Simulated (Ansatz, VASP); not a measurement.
CaPtS3 in VASP and in Ansatz

INCAR

```
SYSTEM = CaPtS3
  PREC = Accurate
  ENCUT = 520
  EDIFF = 1E-6
  ISMEAR = 0
  SIGMA = 0.1
  LREAL = .False.
  LASPH = .True.
  NELM = 150
  ALGO = Normal
  ISIF = 2
  LWAVE = .False.
  LCHARG = .False.
  ISPIN = 2
  MAGMOM = 0 0 1 1 0 0 0 0 0 0
  LORBIT = 11
  LMAXMIX = 4
  GGA = PE
  NBANDS = 53
```

Contents of KPOINTS:

```
Automatic mesh
0
Gamma
  3 3 3
  0 0 0
```

Contents of POSCAR:

```
CaPtS3
1.0
    3.4968874848      2.0189289307      4.6234052125
   -3.4968874848      2.0189289307      4.6234052125
    0.0000000000     -4.0378578613      4.6234052125
Ca Pt S
2 2 6
Direct
    0.7500000000      0.7500000000      0.7500000000
    0.2500000000      0.2500000000      0.2500000000
    0.5000000000      0.5000000000      0.5000000000
    0.0000000000      0.0000000000      0.0000000000
    0.8565320924      0.2500000000      0.6434679076
    0.6434679076      0.8565320924      0.2500000000
    0.2500000000      0.6434679076      0.8565320924
    0.1434679076      0.7500000000      0.3565320924
    0.3565320924      0.1434679076      0.7500000000
    0.7500000000      0.3565320924      0.1434679076
```

Input for Ansatz:

```yaml
crystal:
  lattice:
    - [3.4968874848, 2.0189289307, 4.6234052125]
    - [-3.4968874848, 2.0189289307, 4.6234052125]
    - [0.0, -4.0378578613, 4.6234052125]
  atoms:
    - { symbol: Ca, position: [0.75, 0.75, 0.75] }
    - { symbol: Ca, position: [0.25, 0.25, 0.25] }
    - { symbol: Pt, position: [0.5, 0.5, 0.5], spin: 1.0 }
    - { symbol: Pt, position: [0.0, 0.0, 0.0], spin: 1.0 }
    - { symbol: S, position: [0.8565320924, 0.25, 0.6434679076] }
    - { symbol: S, position: [0.6434679076, 0.8565320924, 0.25] }
    - { symbol: S, position: [0.25, 0.6434679076, 0.8565320924] }
    - { symbol: S, position: [0.1434679076, 0.75, 0.3565320924] }
    - { symbol: S, position: [0.3565320924, 0.1434679076, 0.75] }
    - { symbol: S, position: [0.75, 0.3565320924, 0.1434679076] }
basis:
  ecutwfc: 420
kpoints:
  mp_grid: { grid: [3, 3, 3] }
hamiltonian:
  xc: pbe
scf:
  occupations: { method: gaussian, width: 0.1 }
  lower_state_search: "off"
output:
  forces: true
  stress: true
  eigenvalues: true
  populations: true
magnetization:
  spin_polarized: true
```

Alike in both runs: task single point; functional PBE; k mesh 3 × 3 × 3; occupations gaussian, width 0.1 eV; collinear spin.

```csv
,VASP,Ansatz
version,VASP 6.6.1,Ansatz 0.2.0
potentials or method,"VASP PAW PBE potentials, release 64 (Ca_sv, Pt, S), cutoff 520 eV","scalar-relativistic, plane waves, PAW"
valence electrons in the cell,76,92
```

```csv
,VASP,Ansatz,Ansatz less VASP
gap on the k mesh at the Fermi level (eV),none,none,-
pressure (GPa),0.1,0.2,+0.09
"traceless stress, the component that is largest in VASP (GPa)",-0.63,-0.59,+0.037
rms of the force components (eV/Å),0.014,0.004,-0.0102
net moment per atom (μB),0.00,0.00,0.000
```

Atom by atom the forces differ by 0.010 eV/Å (rms over components). A gap of «none» marks a metal or a gap that the smearing closes. VASP's potentials hold 76 valence electrons a cell and Ansatz's 92, so a difference there can come from the potentials and not from the codes. Ansatz's warnings: seeded moment not kept.

The k mesh is coarse, so the values compare programs but aren't converged. Neither program's run includes spin-orbit coupling.
